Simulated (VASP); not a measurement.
A run of VASP 6.6.1 is set up as follows.

Contents of INCAR:

```
SYSTEM = Te3As5
PREC = Accurate
ENCUT = 520
EDIFF = 1E-6
ISMEAR = 0
SIGMA = 0.1
LREAL = .False.
LASPH = .True.
NELM = 80
ALGO = Normal
ISIF = 2
LWAVE = .False.
LCHARG = .False.
GGA = PE
NBANDS = 32
```

Contents of KPOINTS:

```
Automatic mesh
0
Gamma
  4 4 4
  0 0 0
```

The input POSCAR:

```
Te3As5
1.0
    6.0388510700      0.0000000000      0.0000000000
    0.0000000000      6.0388510700      0.0000000000
    0.0000000000      0.0000000000      6.0388510700
Te As
3 5
Direct
    0.5000000000      0.0000000000      0.0000000000
    0.0000000000      0.5000000000      0.0000000000
    0.0000000000      0.0000000000      0.5000000000
    0.0000000000      0.5000000000      0.5000000000
    0.5000000000      0.0000000000      0.5000000000
    0.5000000000      0.5000000000      0.0000000000
    0.0000000000      0.0000000000      0.0000000000
    0.5000000000      0.5000000000      0.5000000000
```

Potentials or basis: VASP PAW PBE potentials, release 64 (Te, As).

Run with:

```console
$ cat potpaw_PBE.64/Te/POTCAR potpaw_PBE.64/As/POTCAR > POTCAR
$ mpirun -np 1 vasp_std > vasp.out
```

Predict the pressure.

-5.6 GPa.
